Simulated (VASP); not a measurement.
Here is a VASP 6.6.1 calculation.

INCAR

```
SYSTEM = Cu
PREC = Accurate
ENCUT = 520
EDIFF = 1E-6
ISMEAR = -1
SIGMA = 0.05
LREAL = .FALSE.
LASPH = .TRUE.
NELM = 100
ALGO = Normal
ISIF = 2
LWAVE = .FALSE.
LCHARG = .FALSE.
GGA = PE
NBANDS = 36
```

Contents of KPOINTS:

```
Automatic mesh
0
G
  16 11 1
  0 0 0
```

The input POSCAR:

```
Cu
1.0
    2.5664536728      0.0000000000      0.0000000000
    0.0000000000      3.6295135912      0.0000000000
    0.0000000000      0.0000000000     21.1329000000
Cu
5
Direct
    0.0000000000      0.0000000000      0.3825828990
    0.5000000000      0.5000000000      0.4376865909
    0.0000000000      0.0000000000      0.5000000000
    0.5000000000      0.5000000000      0.5623134094
    0.0000000000      0.0000000000      0.6174171006
```

Potentials or basis: VASP PAW PBE potentials, release 64 (Cu).

Launch:

```console
$ cat potpaw_PBE.64/Cu/POTCAR > POTCAR
$ mpirun -np 1 vasp_std > vasp.out
```

Estimate the band gap on the k mesh.

zero (an odd number of electrons rules out a gap without spin polarisation).

Estimate the largest force.

0.037 eV/Å.

Forces on the atoms (eV/Å):
```
Cu   0.000  0.000 -0.037
Cu   0.000  0.000 -0.004
Cu   0.000  0.000  0.000
Cu   0.000  0.000  0.004
Cu   0.000  0.000  0.037
```

Caveat: there is no dipole correction, which matters where the two faces differ.
